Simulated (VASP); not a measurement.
# CaB2: single point with PBE

CaB2:

```
CELL_PARAMETERS angstrom
3.22643 -0.02420 0.00000
-1.63417 2.80627 0.00000
0.00000 0.00000 4.06739
ATOMIC_POSITIONS crystal
Ca 0.00000 0.00000 0.00000
B 0.33333 0.66667 0.50000
B 0.66667 0.33333 0.50000
```

```
Program             : VASP 6.6.1
Task                : single point
Functional          : PBE
Potentials or basis : VASP PAW PBE potentials, release 64 (Ca_sv, B)
Cutoff              : 520 eV
k mesh              : 12 × 12 × 9
Occupations         : fermi-dirac, width 0.1 eV
Spin                : no spin polarisation
```

* Pressure: -0.1 GPa
* Largest force: 0.027 eV/Å
* Band gap on the k mesh: zero (bands 8 and 9 overlap by 1.69 eV)

Forces on the atoms (eV/Å):
```
Ca   0.000  0.000  0.000
B   -0.027 -0.003  0.000
B    0.027  0.003  0.000
```

Stress tensor (GPa, compression positive):
```
-0.51  1.73  0.00
 1.73 -0.55  0.00
 0.00  0.00  0.61
```

Levels at points of the mesh, in eV from the Fermi level:
```
           k point  band 5  band 6  band 7  band 8  band 9  band 10  band 11  band 12
(0.00, 0.00, 0.00)  -10.42   -1.79    0.30    0.39    0.43     5.35     5.49     6.25
(0.50, 0.00, 0.00)   -6.79   -6.36   -1.37   -1.27    0.97     3.11     5.25     6.16
(0.00, 0.50, 0.00)   -6.86   -6.36   -1.40   -1.18    1.01     3.14     5.31     6.29
(0.50, 0.50, 0.00)   -6.93   -6.36   -1.44   -1.09    1.06     3.17     5.37     6.42
```

Wall time 2.7 min on 1 thread of Intel Xeon 8259CL, on a shared host, peak memory 0.32 GiB.
